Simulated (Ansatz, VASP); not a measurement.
Al2O3: VASP beside Ansatz

```
CELL_PARAMETERS angstrom
2.95320 0.00000 0.00000
-1.47660 2.55755 0.00000
0.00000 0.00000 6.63960
ATOMIC_POSITIONS crystal
Al 0.00000 0.00000 0.19074
Al 0.00000 0.00000 0.80926
O 0.33333 0.66667 0.28409
O 0.66667 0.33333 0.00000
O 0.33333 0.66667 0.71591
```

Alike in both runs: task single point; functional PBE; dispersion D3(BJ); k mesh 9 × 9 × 4; occupations gaussian, width 0.05 eV; no spin polarisation.

|  | VASP | Ansatz |
| --- | --- | --- |
| version | VASP 6.6.1 | Ansatz 0.2.0 |
| potentials or method | VASP PAW PBE potentials, release 64 (Al, O), cutoff 520 eV | scalar-relativistic, plane waves, PAW |
| valence electrons in the cell | 24 | 24 |

|  | VASP | Ansatz | Ansatz less VASP |
| --- | --- | --- | --- |
| gap on the k mesh at the Fermi level (eV) | 3.36 | 3.39 | +0.024 |
| least direct gap on the mesh (eV) | 3.44 | 3.47 | +0.023 |
| pressure (GPa) | 0.2 | 0.2 | -0.01 |
| traceless stress, the component that is largest in VASP (GPa) | 24.45 | 24.71 | +0.255 |
| rms of the force components (eV/Å) | 0.712 | 0.704 | -0.0084 |

Atom by atom the forces differ by 0.014 eV/Å (rms over components).
